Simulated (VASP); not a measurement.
Set up this calculation in VASP 6.6.1, as the native input.

- Task: single point
- Functional: PBE
- Potentials or basis: VASP PAW PBE potentials, release 64 (Mg, S)
- Cutoff: 520 eV
- k mesh: 8 × 8 × 8
- Occupations: fermi-dirac, width 0.02 eV
- Spin: no spin polarisation
- Dipole correction: no
- Further INCAR settings: ALGO = Normal; EDIFF = 1e-06; NBANDS = 11

The structure of MgS lies in POSCAR:

```
MgS
1.0
    0.0000000000      2.6015177400      2.6738399332
    2.6015177400      0.0000000000      2.6738399332
    2.6015177400      2.6015177400      0.0000000000
Mg S
1 1
Direct
    0.0000000000      0.0000000000      0.0000000000
    0.5000000000      0.5000000000      0.5000000000
```

This cell differs from its parent crystal: uniaxial z strain +2.8%.

These files were run (other wordings do the same):

INCAR

```
SYSTEM = MgS
ALGO     = Normal         ! electronic algorithm
EDIFF    = 1E-6           ! SCF threshold, eV
ENCUT    = 520            ! plane-wave cutoff, eV
GGA      = PE             ! functional
ISIF     = 2              ! what is computed and relaxed
ISMEAR   = -1             ! smearing method
LASPH    = .True.         ! aspherical terms in the spheres
LCHARG   = .True.         ! write CHGCAR
LELF     = .True.         ! ELF
LREAL    = .False.        ! projectors in reciprocal space
LVHAR    = .True.       
LWAVE    = .False.        ! write WAVECAR
NBANDS   = 11             ! bands
NELM     = 80             ! most SCF steps
PREC     = Accurate       ! precision mode
SIGMA    = 0.02           ! smearing width, eV
```

KPOINTS

```
k-points
0
Gamma
  8 8 8
  0 0 0
```

Potentials or basis: VASP PAW PBE potentials, release 64 (Mg, S).

Run with:

```console
$ cat potpaw_PBE.64/Mg/POTCAR potpaw_PBE.64/S/POTCAR > POTCAR
$ mpirun -np 1 vasp_std > vasp.out
```

Results of the run:

```yaml
Pressure: -1.0 GPa
Band_gap_on_the_k_mesh: 2.60 eV (least direct gap 3.43 eV)
```

Caveat: the cell differs from its parent crystal (uniaxial z strain +2.8%).

Run time: 13 s on 1 thread of Intel(R) Xeon(R) Platinum 8559C (Emerald Rapids) (shared host), peak memory 0.17 GiB.
